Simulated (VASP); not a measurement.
# Tl (P6_3/mmc) in VASP: single point with PBE

Aim: the single point of Tl with PBE.

Everything below comes from runs of VASP 6.6.1. Logs are shortened: lines on timing, memory, paths and dates and some standing lists are left out, and cuts for length are marked.

## 1. The cell of the first run

Symmetry: P6_3/mmc, No. 194, hexagonal system. The conventional cell has a = 3.387 Å, b = 3.387 Å, c = 10.080 Å, α = 90.00°, β = 90.00°, γ = 120.00°. Tl (site symmetry -3m) has 12 Tl at 3.19 to 3.39 Å within 4.2 Å. Tl (site symmetry -6m2) has 12 Tl at 3.19 to 3.39 Å within 4.2 Å.

## 2. Single point, PBE (Al replaced by Tl, lengths x 1.119, strained)

INCAR

```
SYSTEM = Tl
PREC = Accurate
ENCUT = 520
EDIFF = 1E-7
ISMEAR = 0
SIGMA = 0.1
LREAL = .False.
LASPH = .True.
NELM = 60
ALGO = Fast
ISIF = 2
LWAVE = .False.
LCHARG = .True.
GGA = PE
LELF = .True.
LVHAR = .True.
NBANDS = 34
```

KPOINTS

```
Automatic mesh
0
Gamma
  15 15 4
  0 0 0
```

POSCAR

```
Tl
1.0
    3.3868672467      0.0000000000      0.0000000000
   -1.6934336233      2.9331130749      0.0000000000
    0.0000000000      0.0000000000     10.0797856407
Tl
4
Direct
    0.0000000000      0.0000000000      0.0000000000
    0.3333333300      0.6666666700      0.2500000000
    0.0000000000      0.0000000000      0.5000000000
    0.6666666700      0.3333333300      0.7500000000
```

Potentials or basis: VASP PAW PBE potentials, release 64 (Tl_d).

Command:

```console
> cat potpaw_PBE.64/Tl_d/POTCAR > POTCAR
> mpirun -np 1 vasp_std > vasp.out
```

OUTCAR:

```text
SYSTEM = Tl
   PREC = Accurate
   ENCUT = 520
   EDIFF = 1E-7
   ISMEAR = 0
   LREAL = .False.
   LASPH = .True.
   NELM = 60
   ISIF = 2
   GGA = PE

 ion  position               nearest neighbor table
   1  0.000  0.000  0.000-   2 3.19   4 3.19   2 3.19   4 3.19   4 3.19   2 3.19
   2  0.333  0.667  0.250-   1 3.19   3 3.19   1 3.19   3 3.19   1 3.19   3 3.19
   3  0.000  0.000  0.500-   2 3.19   4 3.19   2 3.19   4 3.19   4 3.19   2 3.19
   4  0.667  0.333  0.750-   1 3.19   3 3.19   1 3.19   3 3.19   1 3.19   3 3.19

  LATTYP: Found a hexagonal cell.
 ALAT       =     3.3868672467
 C/A-ratio  =     2.9761383918

  Lattice vectors:

 A1 = (   3.3868672467,   0.0000000000,   0.0000000000)
 A2 = (  -1.6934336233,   2.9331130749,   0.0000000000)
 A3 = (   0.0000000000,   0.0000000000,  10.0797856407)

Analysis of symmetry for initial positions (statically):
=====================================================================
 Subroutine PRICEL returns:
 Original cell was already a primitive cell.

 Routine SETGRP: Setting up the symmetry group for a
 hexagonal supercell.

 Subroutine GETGRP returns: Found 24 space group operations
 (whereof 12 operations were pure point group operations)
 out of a pool of 24 trial point group operations.

The static configuration has the point symmetry D_3d.
 The point group associated with its full space group is D_6h.

Analysis of symmetry for dynamics (positions and initial velocities):
=====================================================================
 Subroutine PRICEL returns:
 Original cell was already a primitive cell.

 Routine SETGRP: Setting up the symmetry group for a
 hexagonal supercell.

 Subroutine GETGRP returns: Found 24 space group operations
 (whereof 12 operations were pure point group operations)
 out of a pool of 24 trial point group operations.

The dynamic configuration has the point symmetry D_3d.
 The point group associated with its full space group is D_6h.

 Subroutine INISYM returns: Found 24 space group operations
 (whereof 12 operations are pure point group operations),
 and found     1 'primitive' translations

----------------------------------------------------------------------------------------

                                     Primitive cell

  volume of cell :     100.1332

  direct lattice vectors                    reciprocal lattice vectors
     3.386867247  0.000000000  0.000000000     0.295258103  0.170467346  0.000000000
    -1.693433623  2.933113075  0.000000000     0.000000000  0.340934691  0.000000000
     0.000000000  0.000000000 10.079785641     0.000000000  0.000000000  0.099208459

  length of vectors
     3.386867247  3.386867247 10.079785641     0.340934691  0.340934691  0.099208459

  position of ions in fractional coordinates (direct lattice)
     0.000000000  0.000000000  0.000000000
     0.333333330  0.666666670  0.250000000
     0.000000000  0.000000000  0.500000000
     0.666666670  0.333333330  0.750000000

  ion indices of the primitive-cell ions
   primitive index   ion index
                 1           1
                 2           2
                 3           3
                 4           4

----------------------------------------------------------------------------------------

 KPOINTS: Automatic mesh

Automatic generation of k-mesh.
 Grid dimensions read from file:
 generate k-points for:   15   15    4

 Generating k-lattice:

  Cartesian coordinates                     Fractional coordinates (reciprocal lattice)
     0.019683874  0.011364490  0.000000000     0.066666667  0.000000000  0.000000000
     0.000000000  0.022728979  0.000000000     0.000000000  0.066666667  0.000000000
     0.000000000  0.000000000  0.024802115     0.000000000  0.000000000  0.250000000

  Length of vectors
     0.022728979  0.022728979  0.024802115

  Shift w.r.t. Gamma in fractional coordinates (k-lattice)
     0.000000000  0.000000000  0.000000000

 Subroutine IBZKPT returns following result:
 ===========================================

 Found     81 irreducible k-points:

 Following reciprocal coordinates:
            Coordinates               Weight
  0.000000  0.000000  0.000000      1.000000
  0.066667 -0.000000  0.000000      6.000000
  0.133333  0.000000  0.000000      6.000000
  0.200000  0.000000  0.000000      6.000000
  0.266667  0.000000  0.000000      6.000000
  0.333333  0.000000  0.000000      6.000000
[... 16 lines left out ...]
  0.333333  0.200000  0.000000     12.000000
  0.400000  0.200000  0.000000      6.000000
 [... further k-points ...]
   k-points           NKPTS =     81   k-points in BZ     NKDIM =     81   number of bands    NBANDS=     34
   number of dos      NEDOS =    301   number of ions     NIONS =      4
   total plane-waves  NPLWV =  62720
   dimension x,y,z NGX =    28 NGY =   28 NGZ =   80
   dimension x,y,z NGXF=    56 NGYF=   56 NGZF=  160
   ions per type =               4
   NGX,Y,Z   is equivalent  to a cutoff of  13.74, 13.74, 13.19 a.u.
   NGXF,Y,Z  is equivalent  to a cutoff of  27.49, 27.49, 26.39 a.u.
 SYSTEM =  Tl
   PREC   = accura    normal or accurate (medium, high low for compatibility)
   ISTART =      0    job   : 0-new  1-cont  2-samecut
   ICHARG =      2    charge: 1-file 2-atom 10-const
   ISPIN  =      1    spin polarized calculation?
   LNONCOLLINEAR =      F non collinear calculations
   LSORBIT =      F    spin-orbit coupling
   LASPH  =      T    aspherical Exc in radial PAW
   ENCUT  =  520.0 eV  38.22 Ry    6.18 a.u.   6.30  6.30 18.74*2*pi/ulx,y,z
   NELM   =     60;   NELMIN=  2; NELMDL= -5     # of ELM steps
   EDIFF  = 0.1E-06   stopping-criterion for ELM
   LREAL  =      F    real-space projection
   EDIFFG = 0.1E-05   stopping-criterion for IOM
   NSW    =      0    number of steps for IOM
   IBRION =     -1    ionic relax: 0-MD 1-quasi-New 2-CG
   NFREE  =      0    steps in history (QN), initial steepest desc. (CG)
   ISIF   =      2    stress and relaxation
   ISYM   =      2    0-nonsym 1-usesym 2-fastsym
   POTIM  = 0.5000    time-step for ionic-motion
   TEBEG  =    0.0;   TEEND  =   0.0 temperature during run
   PSTRESS=    0.0 pullay stress
   NELECT =      52.0000    total number of electrons
   NUPDOWN=      -1.0000    fix difference up-down
   EMIN   =  10.00;   EMAX   =-10.00  energy-range for DOS
   EFERMI =   0.00;   METHOD = LEGACY
   ISMEAR =     0;   SIGMA  =   0.10  broadening in eV -4-tet -1-fermi 0-gaus
   EFERMI_NEDOS =   21; number of points for ismear=-14 and -15
   IALGO  =     68    algorithm
   IMIX   =      4    mixing-type and parameters
     AMIX     =   0.40;   BMIX     =  1.00
     AMIX_MAG =   1.60;   BMIX_MAG =  1.00
  volume/ion in A,a.u.               =      25.03       168.93
  Fermi-wavevector in a.u.,A,eV,Ry     =   1.315881  2.486654 23.559060  1.731542
  Thomas-Fermi vector in A             =   2.446032
   LORBIT       =      0    0 simple, 1 ext, 2 COOP (PROOUT), +10 PAW based schemes
   GGA     = PE    functional components
   LHFCALC =     F    Hartree Fock is set to
   AEXX    =    0.0000 exact exchange contribution
   IVDW    =     0    specifies the selected vdW correction
   LEPSILON=     F    determine dielectric tensor
   LRPA    =     F    only Hartree local field effects (RPA)
 non-spin polarized calculation
 RMM-DIIS sequential band-by-band and
 Gauss-broadening in eV      SIGMA  =   0.10
  energy-cutoff  :      520.00
  volume of cell :      100.13
 maximum number of plane-waves:      2725
 NGX is ok and might be reduce to    28
   NGX = 13   NGY = 13   NGZ = 37

 number of electron      52.0000008 magnetization

 Free energy of the ion-electron system (eV)
  ---------------------------------------------------
  ext. energy  EPLUGINS =         0.00000000
  ---------------------------------------------------
  free energy    TOTEN  =        -8.12393508 eV

  energy without entropy =       -8.11423224  energy(sigma->0) =       -8.11908366

 E-fermi :   8.0985     XC(G=0): -10.8701

 val. band max:        8.0886364852   @ k =   0.3333   0.2667   0.0000
 cond. band min:       8.1034677070   @ k =   0.3333   0.1333   0.0000
 fundamental gap:      0.0148312217
 Fermi energy:         8.0985030277

 k-point     1 :       0.0000    0.0000    0.0000
  band No.  band energies     occupation
      1      -4.1004      2.00000
      2      -3.8462      2.00000
      3      -3.8462      2.00000
      4      -3.8157      2.00000
      5      -3.8140      2.00000
      6      -3.7907      2.00000
[... 26 lines left out ...]
     33      17.3165      0.00000
     34      18.0540      0.00000

 k-point     2 :       0.0667   -0.0000    0.0000
  band No.  band energies     occupation
      1      -4.0794      2.00000
      2      -3.8522      2.00000
      3      -3.8351      2.00000
      4      -3.8290      2.00000
      5      -3.7992      2.00000
      6      -3.7919      2.00000
[... 26 lines left out ...]
     33      17.0487      0.00000
     34      17.6372      0.00000

 k-point     3 :       0.1333    0.0000    0.0000
  band No.  band energies     occupation
      1      -4.0336      2.00000
      2      -3.8742      2.00000
      3      -3.8723      2.00000
      4      -3.8114      2.00000
      5      -3.7960      2.00000
      6      -3.7726      2.00000
[... 26 lines left out ...]
     33      16.4442      0.00000
     34      16.7480      0.00000

 k-point     4 :       0.2000    0.0000    0.0000
  band No.  band energies     occupation
      1      -4.0235      2.00000
      2      -3.9403      2.00000
      3      -3.9033      2.00000
      4      -3.8139      2.00000
      5      -3.8010      2.00000
      6      -3.7663      2.00000
[... 26 lines left out ...]
     33      15.7148      0.00000
     34      15.7261      0.00000

 k-point     5 :       0.2667    0.0000    0.0000
  band No.  band energies     occupation
      1      -4.0780      2.00000
      2      -4.0074      2.00000
      3      -3.9621      2.00000
      4      -3.9041      2.00000
      5      -3.8192      2.00000
      6      -3.8097      2.00000
[... 621 lines left out ...]
 k-point    22 :       0.2667    0.2000    0.0000
  band No.  band energies     occupation
      1      -4.0806      2.00000
      2      -4.0748      2.00000
      3      -3.9470      2.00000
      4      -3.9367      2.00000
      5      -3.8246      2.00000
      6      -3.8046      2.00000
[... 26 lines left out ...]
     33      14.1959      0.00000
     34      14.2056      0.00000

 k-point    23 :       0.3333    0.2000    0.0000
  band No.  band energies     occupation
      1      -4.1157      2.00000
      2      -4.0918      2.00000
      3      -3.9769      2.00000
      4      -3.9647      2.00000
      5      -3.8526      2.00000
      6      -3.7813      2.00000
[... 26 lines left out ...]
     33      13.1421      0.00000
     34      13.8926      0.00000

 k-point    24 :       0.4000    0.2000    0.0000
  band No.  band energies     occupation
      1      -4.1293      2.00000
      2      -4.0980      2.00000
      3      -3.9882      2.00000
      4      -3.9713      2.00000
      5      -3.8637      2.00000
      6      -3.7886      2.00000
[... 26 lines left out ...]
     33      12.5262      0.00000
     34      13.7908      0.00000

 [... further k-points ...]
[... 5 lines left out ...]
  --------------------------------------------------------------------------------------
  -------------------------------------------------------------------------------------
  Total        6.3813080      6.3813080      8.1175200      0.0000000     -0.0000000      0.0000000
  in kB      102.1038246    102.1038246    129.8840052      0.0000000     -0.0000000      0.0000000
  external PRESSURE =     111.3638848 kB  Pullay stress =       0.0000000 kB

 VOLUME and BASIS-vectors are now :
 -----------------------------------------------------------------------------
  energy-cutoff  :      520.00
  volume of cell :      100.13
      direct lattice vectors                 reciprocal lattice vectors
     3.386867247  0.000000000  0.000000000     0.295258103  0.170467346  0.000000000
    -1.693433623  2.933113075  0.000000000     0.000000000  0.340934691  0.000000000
     0.000000000  0.000000000 10.079785641     0.000000000  0.000000000  0.099208459

 POSITION                                       TOTAL-FORCE (eV/Angst)
 -----------------------------------------------------------------------------------
      0.00000      0.00000      0.00000        -0.000000      0.000000      0.000000
     -0.00000      1.95541      2.51995        -0.000000     -0.000000      0.000000
      0.00000      0.00000      5.03989        -0.000000      0.000000      0.000000
      1.69343      0.97770      7.55984         0.000000      0.000000     -0.000000
 -----------------------------------------------------------------------------------
    total drift:                               -0.000000      0.000000      0.000000

  FREE ENERGIE OF THE ION-ELECTRON SYSTEM (eV)
  ---------------------------------------------------
  free  energy   TOTEN  =        -8.1239350807 eV

  energy  without entropy=       -8.1142322360  energy(sigma->0) =       -8.11908366
```

It took 2.3 min on 1 thread of Intel Xeon 6975P-C (Granite Rapids), shared host; peak memory 0.36 GiB.

Results:

| Property | Result |
| --- | --- |
| Free energy | -8.1239 eV |
| Pressure | 11.1 GPa |
| Band gap on the k mesh | zero (band 26 reaches 13.19 eV, above the bottom of band 27 at 7.06 eV) |

Caveat: the cell differs from its parent crystal (Al replaced by Tl, lengths x 1.119, strained); spin-orbit coupling is left out, which moves the levels of the heavy elements.
